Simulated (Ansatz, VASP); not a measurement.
# Bi: VASP beside Ansatz

```
Bi
1.0
    -3.91688    3.91688    1.54501
     3.91688   -3.91688    1.54501
     3.91688    3.91688   -1.54501
Bi
1
Direct
  0.00000 0.00000 0.00000
```

Change from the starting cell: strain -0.080 along x and y, +0.080 along z, atoms carried along.

Alike in both runs: task single point; functional PBE; dispersion D3(BJ); k mesh 10 × 10 × 10; occupations gaussian, width 0.05 eV; no spin polarisation.

```csv
,VASP,Ansatz
version,VASP 6.6.1,Ansatz 0.2.0
potentials or method,"VASP PAW PBE potentials, release 64 (Bi_d), cutoff 520 eV","scalar-relativistic, plane waves, PAW"
valence electrons in the cell,15,15
```

|  | VASP | Ansatz | Ansatz less VASP |
| --- | --- | --- | --- |
| gap on the k mesh at the Fermi level (eV) | none | none | - |
| pressure (GPa) | -1.5 | -1.5 | +0.02 |
| traceless stress, the component that is largest in VASP (GPa) | -2.21 | -2.20 | +0.009 |

A gap of «none» marks a metal or a gap that the smearing closes.

Neither program's run includes spin-orbit coupling.
